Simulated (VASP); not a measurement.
# TiTe2 (P-3m1) in VASP: a series of runs, part 2 of 2

VASP 6.6.1. Earlier steps stand in the parts before.

### 4 Single point, PBE

Contents of INCAR:

```
SYSTEM = TiTe2
PREC     = Accurate       ! precision mode
ENCUT    = 520            ! plane-wave cutoff, eV
EDIFF    = 1E-7           ! SCF threshold, eV
ISMEAR   = 0              ! smearing method
SIGMA    = 0.013000000000000001 ! smearing width, eV
LREAL    = .FALSE.        ! projectors in reciprocal space
LASPH    = .TRUE.         ! aspherical terms in the spheres
NELM     = 100            ! most SCF steps
ALGO     = Normal         ! electronic algorithm
ISIF     = 2              ! what is computed and relaxed
LWAVE    = .FALSE.        ! write WAVECAR
LCHARG   = .FALSE.        ! write CHGCAR
GGA      = PE             ! functional
NBANDS   = 19             ! bands
```

Contents of KPOINTS:

```
Automatic mesh
0
G
  8 8 4
  0 0 0
```

Contents of POSCAR:

```
TiTe2
1.0
    3.7770000000      0.0000000000      0.0000000000
   -1.8885000000      3.2709779501      0.0000000000
    0.0000000000      0.0000000000      6.4980000000
Te Ti
2 1
Direct
    0.3333333333      0.6666666667      0.7372000000
    0.6666666667      0.3333333333      0.2628000000
    0.0000000000      0.0000000000      0.0000000000
```

Potentials or basis: VASP PAW PBE potentials, release 64 (Te, Ti_sv).

Command:

```console
$ cat potpaw_PBE.64/Te/POTCAR potpaw_PBE.64/Ti_sv/POTCAR > POTCAR
$ mpirun -np 1 vasp_std > vasp.out
```

OUTCAR:

```text
SYSTEM = TiTe2
   PREC = Accurate
   ENCUT = 520
   EDIFF = 1E-7
   ISMEAR = 0
   LREAL = .FALSE.
   LASPH = .TRUE.
   NELM = 100
   ISIF = 2
   GGA = PE

 ion  position               nearest neighbor table
   1  0.333  0.667  0.737-   3 2.77   3 2.77   3 2.77
   2  0.667  0.333  0.263-   3 2.77   3 2.77   3 2.77
   3  0.000  0.000  0.000-   1 2.77   2 2.77   2 2.77   1 2.77   2 2.77   1 2.77

  LATTYP: Found a hexagonal cell.
 ALAT       =     3.7770000000
 C/A-ratio  =     1.7204130262

  Lattice vectors:

 A1 = (   3.7770000000,   0.0000000000,   0.0000000000)
 A2 = (  -1.8885000000,   3.2709779501,   0.0000000000)
 A3 = (   0.0000000000,   0.0000000000,   6.4980000000)

Analysis of symmetry for initial positions (statically):
=====================================================================
 Subroutine PRICEL returns:
 Original cell was already a primitive cell.

 Routine SETGRP: Setting up the symmetry group for a
 hexagonal supercell.

 Subroutine GETGRP returns: Found 12 space group operations
 (whereof 12 operations were pure point group operations)
 out of a pool of 24 trial point group operations.

The static configuration has the point symmetry D_3d.

Analysis of symmetry for dynamics (positions and initial velocities):
=====================================================================
 Subroutine PRICEL returns:
 Original cell was already a primitive cell.

 Routine SETGRP: Setting up the symmetry group for a
 hexagonal supercell.

 Subroutine GETGRP returns: Found 12 space group operations
 (whereof 12 operations were pure point group operations)
 out of a pool of 24 trial point group operations.

The dynamic configuration has the point symmetry D_3d.

 Subroutine INISYM returns: Found 12 space group operations
 (whereof 12 operations are pure point group operations),
 and found     1 'primitive' translations
[... 106 lines left out ...]
   TEBEG  =    0.0;   TEEND  =   0.0 temperature during run
   PSTRESS=    0.0 pullay stress
   NELECT =      24.0000    total number of electrons
   NUPDOWN=      -1.0000    fix difference up-down
   EMIN   =  10.00;   EMAX   =-10.00  energy-range for DOS
   EFERMI =   0.00;   METHOD = LEGACY
   ISMEAR =     0;   SIGMA  =   0.01  broadening in eV -4-tet -1-fermi 0-gaus
   EFERMI_NEDOS =   21; number of points for ismear=-14 and -15
   IALGO  =     38    algorithm
   IMIX   =      4    mixing-type and parameters
     AMIX     =   0.40;   BMIX     =  1.00
     AMIX_MAG =   1.60;   BMIX_MAG =  1.00
  volume/ion in A,a.u.               =      26.76       180.58
  Fermi-wavevector in a.u.,A,eV,Ry     =   1.094655  2.068597 16.303438  1.198269
  Thomas-Fermi vector in A             =   2.230964
   LORBIT       =      0    0 simple, 1 ext, 2 COOP (PROOUT), +10 PAW based schemes
   GGA     = PE    functional components
   LHFCALC =     F    Hartree Fock is set to
   AEXX    =    0.0000 exact exchange contribution
   IVDW    =     0    specifies the selected vdW correction
   LEPSILON=     F    determine dielectric tensor
   LRPA    =     F    only Hartree local field effects (RPA)
 non-spin polarized calculation
 Gauss-broadening in eV      SIGMA  =   0.01
  energy-cutoff  :      520.00
  volume of cell :       80.28
 maximum number of plane-waves:      2176
   NGX = 13   NGY = 13   NGZ = 25

 number of electron      23.9999998 magnetization

 Free energy of the ion-electron system (eV)
  ---------------------------------------------------
  ext. energy  EPLUGINS =         0.00000000
  ---------------------------------------------------
  free energy    TOTEN  =       -16.20902149 eV

  energy without entropy =      -16.20876337  energy(sigma->0) =      -16.20889243

 E-fermi :   6.7802     XC(G=0):  -9.8602

 val. band max:        6.7719193355   @ k =   0.5000   0.0000   0.2500
 cond. band min:       6.7878682369   @ k =   0.1250   0.0000   0.2500
 fundamental gap:      0.0159489015
 Fermi energy:         6.7802321618

 k-point     1 :       0.0000    0.0000    0.0000
  band No.  band energies     occupation
      1     -50.6667      2.00000
      2     -26.9222      2.00000
      3     -26.9222      2.00000
      4     -26.8879      2.00000
      5      -5.5825      2.00000
      6      -4.0798      2.00000
[... 505 lines left out ...]
      6      -3.5617      2.00000
[... 11 lines left out ...]
     18      12.0874      0.00000
     19      12.8453      0.00000

 [... further k-points ...]
[... 5 lines left out ...]
  --------------------------------------------------------------------------------------
  -------------------------------------------------------------------------------------
  Total        0.3389379      0.3389379      0.6383226      0.0000000      0.0000000     -0.0000000
  in kB        6.7643559      6.7643559     12.7393281      0.0000000      0.0000000     -0.0000000
  external PRESSURE =       8.7560133 kB  Pullay stress =       0.0000000 kB

 VOLUME and BASIS-vectors are now :
 -----------------------------------------------------------------------------
  energy-cutoff  :      520.00
  volume of cell :       80.28
      direct lattice vectors                 reciprocal lattice vectors
     3.777000000  0.000000000  0.000000000     0.264760392  0.152859484  0.000000000
    -1.888500000  3.270977950  0.000000000     0.000000000  0.305718967  0.000000000
     0.000000000  0.000000000  6.498000000     0.000000000  0.000000000  0.153893506

 POSITION                                       TOTAL-FORCE (eV/Angst)
 -----------------------------------------------------------------------------------
     -0.00000      2.18065      4.79033        -0.000000      0.000000     -0.022357
      1.88850      1.09033      1.70767         0.000000      0.000000      0.022357
      0.00000      0.00000      0.00000        -0.000000      0.000000      0.000000
 -----------------------------------------------------------------------------------
    total drift:                                0.000000     -0.000000     -0.000000

  FREE ENERGIE OF THE ION-ELECTRON SYSTEM (eV)
  ---------------------------------------------------
  free  energy   TOTEN  =       -16.2090214918 eV

  energy  without entropy=      -16.2087633706  energy(sigma->0) =      -16.20889243
```

OSZICAR:

```text
N       E                     dE             d eps       ncg     rms          rms(c)
DAV:   1     0.174804073745E+03    0.17480E+03   -0.10891E+04  1330   0.117E+03
DAV:   2    -0.262769534047E+01   -0.17743E+03   -0.17289E+03  1397   0.292E+02
DAV:   3    -0.179714940868E+02   -0.15344E+02   -0.14983E+02  2086   0.810E+01
DAV:   4    -0.184395601386E+02   -0.46807E+00   -0.46597E+00  1709   0.136E+01
DAV:   5    -0.184584315395E+02   -0.18871E-01   -0.18864E-01  1982   0.258E+00    0.121E+01
DAV:   6    -0.186494075643E+02   -0.19098E+00   -0.38513E+01  1472   0.377E+01    0.148E+01
DAV:   7    -0.164781034490E+02    0.21713E+01   -0.34243E+01  1657   0.326E+01    0.552E+00
DAV:   8    -0.162105866744E+02    0.26752E+00   -0.14661E+00  1579   0.821E+00    0.181E+00
DAV:   9    -0.162341470626E+02   -0.23560E-01   -0.32383E-01  1754   0.353E+00    0.169E+00
DAV:  10    -0.162128047904E+02    0.21342E-01   -0.32000E-01  1599   0.386E+00    0.829E-01
DAV:  11    -0.162092053555E+02    0.35994E-02   -0.35611E-02  1520   0.138E+00    0.349E-01
DAV:  12    -0.162091570626E+02    0.48293E-04   -0.34889E-03  1578   0.424E-01    0.246E-01
DAV:  13    -0.162090251213E+02    0.13194E-03   -0.51720E-04  1546   0.174E-01    0.326E-02
DAV:  14    -0.162090276273E+02   -0.25060E-05   -0.14551E-05  1576   0.304E-02    0.398E-02
DAV:  15    -0.162090237439E+02    0.38834E-05   -0.53790E-06  1624   0.179E-02    0.187E-02
DAV:  16    -0.162090213343E+02    0.24096E-05   -0.13158E-05  1678   0.232E-02    0.209E-03
DAV:  17    -0.162090214698E+02   -0.13556E-06   -0.27259E-07  1499   0.414E-03    0.233E-03
DAV:  18    -0.162090214918E+02   -0.21950E-07   -0.21154E-08   836   0.112E-03
   1 F= -.16209021E+02 E0= -.16208892E+02  d E =-.258121E-03
```

stdout:

```text
POSCAR found type information on POSCAR TeTi
 POSCAR found :  2 types and       3 ions
 scaLAPACK will be used
 LDA part: xc-table for (Slater+PW92), standard interpolation
 POSCAR, INCAR and KPOINTS ok, starting setup
 FFT: planning ... GRIDC
 FFT: planning ... GRID_SOFT
 FFT: planning ... GRID
 WAVECAR not read
 entering main loop
```

Wall time 35 s (1 thread of AMD EPYC 9R45 (Zen 5), shared host); peak memory 0.18 GiB.

Results:

```yaml
Free_energy: -16.2090 eV
Pressure: 0.9 GPa
Largest_force: 0.022 eV/Å
Band_gap_on_the_k_mesh: zero (bands 12 and 13 overlap by 0.66 eV)
```

Forces on the atoms (eV/Å):
```
Te   0.000  0.000 -0.022
Te   0.000  0.000  0.022
Ti   0.000  0.000  0.000
```

Stress tensor (GPa, compression positive):
```
0.68 0.00 0.00
0.00 0.68 0.00
0.00 0.00 1.27
```

Levels at points of the mesh, in eV from the Fermi level:
```tsv
k point	band 10	band 11	band 12	band 13	band 14	band 15
(0.00, 0.00, 0.00)	0.39	0.43	0.43	0.62	1.11	1.11
(0.50, 0.00, 0.00)	-2.36	-1.72	-1.10	0.06	1.18	1.51
(0.00, 0.00, 0.50)	-1.57	0.42	0.42	0.79	0.79	1.06
(0.50, 0.00, 0.50)	-1.99	-0.94	-0.57	-0.23	1.18	1.49
```

Caveat: spin-orbit coupling is left out, which moves the levels of the heavy elements; this functional lacks dispersion, which binds layers or chains, so the pressure and a relaxed spacing across them are unreliable.

### 5 Single point, PBE

Contents of INCAR:

```
  PREC = Accurate
  ENCUT = 520
  EDIFF = 1E-6
  ISMEAR = 0
  SIGMA = 0.014
  LREAL = False
  LASPH = True
  NELM = 100
  ALGO = Normal
  ISIF = 2
  LWAVE = False
  LCHARG = True
  GGA = PE
  LELF = True
  LVHAR = True
  NBANDS = 19
```

Contents of KPOINTS:

```
Automatic mesh
0
Gamma
  8 8 4
```

POSCAR is that of step 4.

Command:

```console
$ cat potpaw_PBE.64/Te/POTCAR potpaw_PBE.64/Ti_sv/POTCAR > POTCAR
$ mpirun -np 1 vasp_std > vasp.out
```

Wall time 34 s (1 thread of AMD EPYC 9R45 (Zen 5), shared host); peak memory 0.18 GiB.

It converged, with:

```
Free energy            : -16.2090 eV
Pressure               : 0.9 GPa
Largest force          : 0.022 eV/Å
Band gap on the k mesh : zero (bands 12 and 13 overlap by 0.66 eV)
```

Forces on the atoms (eV/Å):
```
Te   0.000  0.000 -0.022
Te   0.000  0.000  0.022
Ti   0.000  0.000  0.000
```

Stress tensor (GPa, compression positive):
```
0.68 0.00 0.00
0.00 0.68 0.00
0.00 0.00 1.27
```

Levels at points of the mesh, in eV from the Fermi level:
```tsv
k point	band 10	band 11	band 12	band 13	band 14	band 15
(0.00, 0.00, 0.00)	0.38	0.43	0.43	0.62	1.11	1.11
(0.50, 0.00, 0.00)	-2.36	-1.72	-1.10	0.06	1.18	1.51
(0.00, 0.00, 0.50)	-1.57	0.42	0.42	0.79	0.79	1.06
(0.50, 0.00, 0.50)	-1.99	-0.94	-0.57	-0.23	1.18	1.49
```

Caveat: spin-orbit coupling is left out, which moves the levels of the heavy elements; this functional lacks dispersion, which binds layers or chains, so the pressure and a relaxed spacing across them are unreliable.

### 6 Overview

```tsv
level	smearing	gap on the mesh (eV)	pressure (GPa)	largest force (eV/Å)
BLYP	fermi-dirac 0.05 eV	none	5.4	0.08
PBE	gaussian 0.012 eV	none	0.9	0.02
PBE	gaussian 0.013 eV	none	0.9	0.02
PBE	gaussian 0.014 eV	none	0.9	0.02
```

Alike in all rows: task single point; potentials or basis VASP PAW PBE potentials, release 64 (Te, Ti_sv); no spin polarisation; cell as given; k mesh 8 × 8 × 4; cutoff (eV) 520.

The pressure there spans 0.9 GPa (PBE) to 5.4 GPa (BLYP); a positive pressure means that this level wants a larger cell, a negative one a smaller.

Caveats: spin-orbit coupling is left out, which moves the levels of the heavy elements; this functional lacks dispersion, which binds layers or chains, so the pressure and a relaxed spacing across them are unreliable; the cell stands under pressure (at least some runs); the PAW data sets were made with another functional, which shifts forces and pressure a little (at least some runs).

Total energies depend on the potentials used, so only differences within one code and one set of settings carry meaning.

The gap in the log of VASP goes by the Fermi energy; the results here count the filled bands.